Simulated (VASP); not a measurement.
# In (Im-3m) in VASP: notebook

Runs on In. Level: LDA. Tasks: single point.

Program: VASP 6.6.1. These are calculated values, not measurements. Logs are shortened: lines on timing, memory, paths and dates and some standing lists are left out, and cuts for length are marked.

### 1 The cell of the first run

Symmetry: Im-3m, No. 229, cubic system. The conventional cell has a = 3.740 Å, b = 3.740 Å, c = 3.740 Å, α = 90.00°, β = 90.00°, γ = 90.00°. Within 4.3 Å of In (site symmetry m-3m) lie 14 In at 3.24 to 3.74 Å.

### 2 Single point, LDA (volume scaled by 0.98)

File INCAR:

```
ALGO     = Normal         # electronic algorithm
EDIFF    = 1E-6           # SCF threshold, eV
ENCUT    = 520            # plane-wave cutoff, eV
ISIF     = 2              # what is computed and relaxed
ISMEAR   = -1             # smearing method
LASPH    = T              # aspherical terms in the spheres
LCHARG   = F              # write CHGCAR
LREAL    = F              # projectors in reciprocal space
LWAVE    = F              # write WAVECAR
NBANDS   = 12             # bands
NELM     = 80             # most SCF steps
PREC     = Accurate       # precision mode
SIGMA    = 0.05           # smearing width, eV
```

File KPOINTS:

```
k-points
0
Gamma
  10 10 10
```

File POSCAR:

```
In
1.0
   -1.8698904617      1.8698904617      1.8698904617
    1.8698904617     -1.8698904617      1.8698904617
    1.8698904617      1.8698904617     -1.8698904617
In
1
Direct
    0.0000000000      0.0000000000      0.0000000000
```

Potentials or basis: VASP PAW LDA potentials, release 64 (In_d).

On the command line:

```sh
> cat potpaw_LDA.64/In_d/POTCAR > POTCAR
> mpirun -np 1 vasp_std > vasp.out
```

OUTCAR:

```text
EDIFF = 1E-6
   ENCUT = 520
   ISIF = 2
   ISMEAR = -1
   LASPH = T
   LREAL = F
   NELM = 80
   PREC = Accurate

 ion  position               nearest neighbor table
   1  0.000  0.000  0.000-

  LATTYP: Found a body centered cubic cell.
 ALAT       =     3.7397809234

  Lattice vectors:

 A1 = (  -1.8698904617,   1.8698904617,   1.8698904617)
 A2 = (   1.8698904617,  -1.8698904617,   1.8698904617)
 A3 = (   1.8698904617,   1.8698904617,  -1.8698904617)

Analysis of symmetry for initial positions (statically):
=====================================================================
 Subroutine PRICEL returns:
 Original cell was already a primitive cell.

 Routine SETGRP: Setting up the symmetry group for a
 body centered cubic supercell.

 Subroutine GETGRP returns: Found 48 space group operations
 (whereof 48 operations were pure point group operations)
 out of a pool of 48 trial point group operations.

The static configuration has the point symmetry O_h .

Analysis of symmetry for dynamics (positions and initial velocities):
=====================================================================
 Subroutine PRICEL returns:
 Original cell was already a primitive cell.

 Routine SETGRP: Setting up the symmetry group for a
 body centered cubic supercell.

 Subroutine GETGRP returns: Found 48 space group operations
 (whereof 48 operations were pure point group operations)
 out of a pool of 48 trial point group operations.

The dynamic configuration has the point symmetry O_h .

 Subroutine INISYM returns: Found 48 space group operations
 (whereof 48 operations are pure point group operations),
 and found     1 'primitive' translations

----------------------------------------------------------------------------------------

                                     Primitive cell

  volume of cell :      26.1522

  direct lattice vectors                    reciprocal lattice vectors
    -1.869890462  1.869890462  1.869890462     0.000000000  0.267395342  0.267395342
     1.869890462 -1.869890462  1.869890462     0.267395342  0.000000000  0.267395342
     1.869890462  1.869890462 -1.869890462     0.267395342  0.267395342  0.000000000

  length of vectors
     3.238745284  3.238745284  3.238745284     0.378154120  0.378154120  0.378154120

  position of ions in fractional coordinates (direct lattice)
     0.000000000  0.000000000  0.000000000

  ion indices of the primitive-cell ions
   primitive index   ion index
                 1           1

----------------------------------------------------------------------------------------

 KPOINTS: k-points

Automatic generation of k-mesh.
 Grid dimensions read from file:
 generate k-points for:   10   10   10

 Generating k-lattice:

  Cartesian coordinates                     Fractional coordinates (reciprocal lattice)
     0.000000000  0.026739534  0.026739534     0.100000000  0.000000000  0.000000000
     0.026739534  0.000000000  0.026739534     0.000000000  0.100000000  0.000000000
     0.026739534  0.026739534  0.000000000     0.000000000  0.000000000  0.100000000

  Length of vectors
     0.037815412  0.037815412  0.037815412

  Shift w.r.t. Gamma in fractional coordinates (k-lattice)
     0.000000000  0.000000000  0.000000000

 Subroutine IBZKPT returns following result:
 ===========================================

 Found     47 irreducible k-points:

 Following reciprocal coordinates:
            Coordinates               Weight
  0.000000  0.000000  0.000000      1.000000
  0.100000  0.000000  0.000000     12.000000
  0.200000  0.000000  0.000000     12.000000
  0.300000  0.000000  0.000000     12.000000
  0.400000  0.000000  0.000000     12.000000
  0.500000  0.000000  0.000000      6.000000
[... 16 lines left out ...]
  0.300000  0.300000  0.100000      8.000000
 -0.300000  0.300000  0.100000     24.000000
 [... further k-points ...]
   k-points           NKPTS =     47   k-points in BZ     NKDIM =     47   number of bands    NBANDS=     12
   number of dos      NEDOS =    301   number of ions     NIONS =      1
   total plane-waves  NPLWV =  13824
   dimension x,y,z NGX =    24 NGY =   24 NGZ =   24
   dimension x,y,z NGXF=    48 NGYF=   48 NGZF=   48
   ions per type =               1
   NGX,Y,Z   is equivalent  to a cutoff of  12.32, 12.32, 12.32 a.u.
   NGXF,Y,Z  is equivalent  to a cutoff of  24.64, 24.64, 24.64 a.u.
 SYSTEM =  unknown system
   PREC   = accura    normal or accurate (medium, high low for compatibility)
   ISTART =      0    job   : 0-new  1-cont  2-samecut
   ICHARG =      2    charge: 1-file 2-atom 10-const
   ISPIN  =      1    spin polarized calculation?
   LNONCOLLINEAR =      F non collinear calculations
   LSORBIT =      F    spin-orbit coupling
   LASPH  =      T    aspherical Exc in radial PAW
   ENCUT  =  520.0 eV  38.22 Ry    6.18 a.u.   6.02  6.02  6.02*2*pi/ulx,y,z
   NELM   =     80;   NELMIN=  2; NELMDL= -5     # of ELM steps
   EDIFF  = 0.1E-05   stopping-criterion for ELM
   LREAL  =      F    real-space projection
   EDIFFG = 0.1E-04   stopping-criterion for IOM
   NSW    =      0    number of steps for IOM
   IBRION =     -1    ionic relax: 0-MD 1-quasi-New 2-CG
   NFREE  =      0    steps in history (QN), initial steepest desc. (CG)
   ISIF   =      2    stress and relaxation
   ISYM   =      2    0-nonsym 1-usesym 2-fastsym
   POTIM  = 0.5000    time-step for ionic-motion
   TEBEG  =    0.0;   TEEND  =   0.0 temperature during run
   PSTRESS=    0.0 pullay stress
   NELECT =      13.0000    total number of electrons
   NUPDOWN=      -1.0000    fix difference up-down
   EMIN   =  10.00;   EMAX   =-10.00  energy-range for DOS
   EFERMI =   0.00;   METHOD = LEGACY
   ISMEAR =    -1;   SIGMA  =   0.05  broadening in eV -4-tet -1-fermi 0-gaus
   EFERMI_NEDOS =   21; number of points for ismear=-14 and -15
   IALGO  =     38    algorithm
   IMIX   =      4    mixing-type and parameters
     AMIX     =   0.40;   BMIX     =  1.00
     AMIX_MAG =   1.60;   BMIX_MAG =  1.00
  volume/ion in A,a.u.               =      26.15       176.48
  Fermi-wavevector in a.u.,A,eV,Ry     =   1.296840  2.450673 22.882202  1.681794
  Thomas-Fermi vector in A             =   2.428271
   LORBIT       =      0    0 simple, 1 ext, 2 COOP (PROOUT), +10 PAW based schemes
   GGA     = CA    functional components
   LHFCALC =     F    Hartree Fock is set to
   AEXX    =    0.0000 exact exchange contribution
   IVDW    =     0    specifies the selected vdW correction
   LEPSILON=     F    determine dielectric tensor
   LRPA    =     F    only Hartree local field effects (RPA)
 non-spin polarized calculation
  energy-cutoff  :      520.00
  volume of cell :       26.15
 maximum number of plane-waves:       715
   NGX = 13   NGY = 13   NGZ = 13

 number of electron      12.9999994 magnetization

 Free energy of the ion-electron system (eV)
  ---------------------------------------------------
  ext. energy  EPLUGINS =         0.00000000
  ---------------------------------------------------
  free energy    TOTEN  =        -3.20045539 eV

  energy without entropy =       -3.19502322  energy(sigma->0) =       -3.19773931

 E-fermi :   7.1459     XC(G=0): -10.5306

 val. band max:        7.1219224892   @ k =   0.2000   0.2000   0.2000
 cond. band min:       7.1668591397   @ k =  -0.3000   0.5000   0.1000
 fundamental gap:      0.0449366505
 Fermi energy:         7.1458890919

 k-point     1 :       0.0000    0.0000    0.0000
  band No.  band energies     occupation
      1      -7.3748      2.00000
      2      -7.3748      2.00000
      3      -7.3748      2.00000
      4      -7.0910      2.00000
      5      -7.0910      2.00000
      6      -2.3392      2.00000
      7      18.1799      0.00000
      8      18.1799      0.00000
      9      18.1799      0.00000
     10      20.3217      0.00000
     11      20.3217      0.00000
     12      20.3217      0.00000

 k-point     2 :       0.1000    0.0000    0.0000
  band No.  band energies     occupation
      1      -7.3858      2.00000
      2      -7.3651      2.00000
      3      -7.3329      2.00000
      4      -7.1025      2.00000
      5      -7.0914      2.00000
      6      -2.1073      2.00000
      7      16.1229      0.00000
      8      17.2100      0.00000
      9      17.6620      0.00000
     10      19.2818      0.00000
     11      19.6117      0.00000
     12      20.1868      0.00000

 k-point     3 :       0.2000    0.0000    0.0000
  band No.  band energies     occupation
      1      -7.4144      2.00000
      2      -7.3517      2.00000
      3      -7.2214      2.00000
      4      -7.1249      2.00000
      5      -7.0923      2.00000
      6      -1.4028      2.00000
      7      12.6392      0.00000
      8      15.6145      0.00000
      9      16.5091      0.00000
     10      18.4657      0.00000
     11      18.6747      0.00000
     12      20.7286      0.00000
[... 286 lines left out ...]
 k-point    23 :       0.3000    0.3000    0.1000
  band No.  band energies     occupation
      1      -7.4170      2.00000
      2      -7.2094      2.00000
      3      -7.2094      2.00000
      4      -7.0869      2.00000
      5      -7.0869      2.00000
      6       4.5111      2.00000
      7       6.4703      2.00000
      8       6.4703      2.00000
      9      10.7221      0.00000
     10      23.7170      0.00000
     11      23.7170      0.00000
     12      24.3215      0.00000

 k-point    24 :      -0.3000    0.3000    0.1000
  band No.  band energies     occupation
      1      -7.4046      2.00000
      2      -7.3395      2.00000
      3      -7.1649      2.00000
      4      -7.1063      2.00000
      5      -7.0855      2.00000
      6       0.0198      2.00000
      7       9.4890      0.00000
      8      13.3368      0.00000
      9      14.5266      0.00000
     10      18.2214      0.00000
     11      19.1988      0.00000
     12      20.0653      0.00000

 [... further k-points ...]
[... 5 lines left out ...]
  --------------------------------------------------------------------------------------
  -------------------------------------------------------------------------------------
  Total       -0.3531634     -0.3531634     -0.3531634     -0.0000000     -0.0000000     -0.0000000
  in kB      -21.6360428    -21.6360428    -21.6360428     -0.0000000     -0.0000000     -0.0000000
  external PRESSURE =     -21.6360428 kB  Pullay stress =       0.0000000 kB

 VOLUME and BASIS-vectors are now :
 -----------------------------------------------------------------------------
  energy-cutoff  :      520.00
  volume of cell :       26.15
      direct lattice vectors                 reciprocal lattice vectors
    -1.869890462  1.869890462  1.869890462     0.000000000  0.267395342  0.267395342
     1.869890462 -1.869890462  1.869890462     0.267395342  0.000000000  0.267395342
     1.869890462  1.869890462 -1.869890462     0.267395342  0.267395342  0.000000000

 POSITION                                       TOTAL-FORCE (eV/Angst)
 -----------------------------------------------------------------------------------
      0.00000      0.00000      0.00000         0.000000      0.000000     -0.000000
 -----------------------------------------------------------------------------------
    total drift:                                0.000000      0.000000      0.000000

  FREE ENERGIE OF THE ION-ELECTRON SYSTEM (eV)
  ---------------------------------------------------
  free  energy   TOTEN  =        -3.2004553910 eV

  energy  without entropy=       -3.1950232190  energy(sigma->0) =       -3.19773931
```

Run time: 9 s. Hardware: 1 thread of Intel Xeon 8259CL, shared host; peak memory 0.13 GiB.

What came out:

```yaml
Free_energy: -3.2005 eV
Pressure: -2.2 GPa
```

Levels at points of the mesh, in eV from the Fermi level:
```csv
k point,band 4,band 5,band 6,band 7,band 8,band 9
"(0.00, 0.00, 0.00)",-14.24,-14.24,-9.49,11.03,11.03,11.03
"(0.50, 0.00, 0.00)",-14.24,-14.06,-3.91,-3.09,5.91,7.39
"(0.50, 0.50, 0.50)",-14.10,-14.10,0.97,1.31,1.31,1.31
```

Caveat: the cell differs from its parent crystal (volume scaled by 0.98); spin-orbit coupling is left out, which moves the levels of the heavy elements.

### 3 Single point, LDA

This run uses another cell than the first one, of 26.69 Å³/atom, 1.020 times its volume.

File INCAR:

```
PREC = Accurate
ENCUT = 520
EDIFF = 1E-6
ISMEAR = -1
SIGMA = 0.05
LREAL = False
LASPH = True
NELM = 80
ALGO = Fast
ISIF = 2
LWAVE = False
LCHARG = False
NBANDS = 12
```

File KPOINTS:

```
Automatic mesh
0
Gamma
  10 10 10
```

File POSCAR:

```
In
1.0
   -1.8825252400      1.8825252400      1.8825252400
    1.8825252400     -1.8825252400      1.8825252400
    1.8825252400      1.8825252400     -1.8825252400
In
1
Direct
    0.0000000000      0.0000000000      0.0000000000
```

Potentials or basis: VASP PAW LDA potentials, release 64 (In_d).

On the command line:

```sh
> cat potpaw_LDA.64/In_d/POTCAR > POTCAR
> mpirun -np 1 vasp_std > vasp.out
```

It took 13 s on 1 thread of Intel Xeon 8259CL, shared host; peak memory 0.14 GiB.

The run converged. Its results:

| Item | Value |
| --- | --- |
| Free energy | -3.1923 eV |
| Pressure | -2.8 GPa |

Levels at points of the mesh, in eV from the Fermi level:
```tsv
k point	band 4	band 5	band 6	band 7	band 8	band 9
(0.00, 0.00, 0.00)	-14.23	-14.23	-9.34	10.82	10.82	10.82
(0.50, 0.00, 0.00)	-14.23	-14.06	-3.90	-3.01	5.82	7.32
(0.50, 0.50, 0.50)	-14.10	-14.10	0.82	1.31	1.31	1.31
```

Caveat: spin-orbit coupling is left out, which moves the levels of the heavy elements.

### 4 Single point, LDA (volume scaled by 1.02)

File INCAR:

```
SYSTEM = In
  ALGO = Normal
  EDIFF = 1E-7
  ENCUT = 520
  GGA = CA
  ISIF = 2
  ISMEAR = -1
  LASPH = .TRUE.
  LCHARG = .FALSE.
  LREAL = .FALSE.
  LWAVE = .FALSE.
  NBANDS = 12
  NELM = 100
  PREC = Accurate
  SIGMA = 0.05
```

File KPOINTS:

```
k-points
0
G
  10 10 10
  0 0 0
```

File POSCAR:

```
In
1.0
   -1.8949926579      1.8949926579      1.8949926579
    1.8949926579     -1.8949926579      1.8949926579
    1.8949926579      1.8949926579     -1.8949926579
In
1
Direct
    0.0000000000      0.0000000000      0.0000000000
```

On the command line:

```sh
> cat potpaw_LDA.64/In_d/POTCAR > POTCAR
> mpirun -np 1 vasp_std > vasp.out
```

Wall time 12 s (1 thread of Intel Xeon 8259CL, shared host); peak memory 0.13 GiB.

It converged, with:

```yaml
Free_energy: -3.1821 eV
Pressure: -3.5 GPa
```

Levels at points of the mesh, in eV from the Fermi level:
```
           k point  band 4  band 5  band 6  band 7  band 8  band 9
(0.00, 0.00, 0.00)  -14.21  -14.21   -9.21   10.61   10.61   10.61
(0.50, 0.00, 0.00)  -14.22  -14.05   -3.90   -2.92    5.74    7.25
(0.50, 0.50, 0.50)  -14.09  -14.09    0.69    1.32    1.32    1.32
```

Caveat: the cell differs from its parent crystal (volume scaled by 1.02); spin-orbit coupling is left out, which moves the levels of the heavy elements.

### 5 Overview

```csv
cell,gap on the mesh (eV),pressure (GPa)
"a = 3.239 Å, angles 109.5°, 1 atom",none,-2.2
"a = 3.261 Å, angles 109.5°, 1 atom",none,-2.8
"a = 3.282 Å, angles 109.5°, 1 atom",none,-3.5
```

Alike in all rows: task single point; level LDA; potentials or basis VASP PAW LDA potentials, release 64 (In_d); no spin polarisation; k mesh 10 × 10 × 10; cutoff (eV) 520; smearing fermi-dirac 0.05 eV.

Caveats: spin-orbit coupling is left out, which moves the levels of the heavy elements.

Total energies depend on the potentials used, so only differences within one code and one set of settings carry meaning.
